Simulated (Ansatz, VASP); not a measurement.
Two plane-wave programs on AlNi3

```xyz
4
Lattice="-0.2209 2.6786 2.6786 2.6786 -0.2209 2.6786 2.6786 2.6786 -0.2209" Properties=species:S:1:pos:R:3 pbc="T T T"
Al    2.5681    2.5681    2.5681
Ni    1.2840    1.2840    1.2840
Ni    0.0000    0.0000    0.0000
Ni    3.8521    3.8521    3.8521
```

Alike in both runs: task single point; functional PBE; k mesh 14 × 14 × 14; occupations gaussian, width 0.15 eV; no spin polarisation.

```csv
,VASP,Ansatz
version,VASP 6.6.1,Ansatz 0.2.0
potentials or method,"VASP PAW PBE potentials, release 64 (Al, Ni), cutoff 520 eV","scalar-relativistic, plane waves, PAW"
valence electrons in the cell,33,57
```

Ansatz gave:

```
gap on the k mesh at the Fermi level (eV)                     : none
pressure (GPa)                                                : 15.3
traceless stress, the component that is largest in VASP (GPa) : 16.49
rms of the force components (eV/Å)                            : 0.113
```

Task: What did VASP give for the same quantities?

Result: gap on the k mesh at the Fermi level (eV): none; pressure (GPa): 15.2; traceless stress, the component that is largest in VASP (GPa): 16.37; rms of the force components (eV/Å): 0.104.

Atom by atom the forces differ by 0.008 eV/Å (rms over components). A gap of «none» marks a metal or a gap that the smearing closes. VASP's potentials hold 33 valence electrons a cell and Ansatz's 57, so a difference there can come from the potentials and not from the codes.
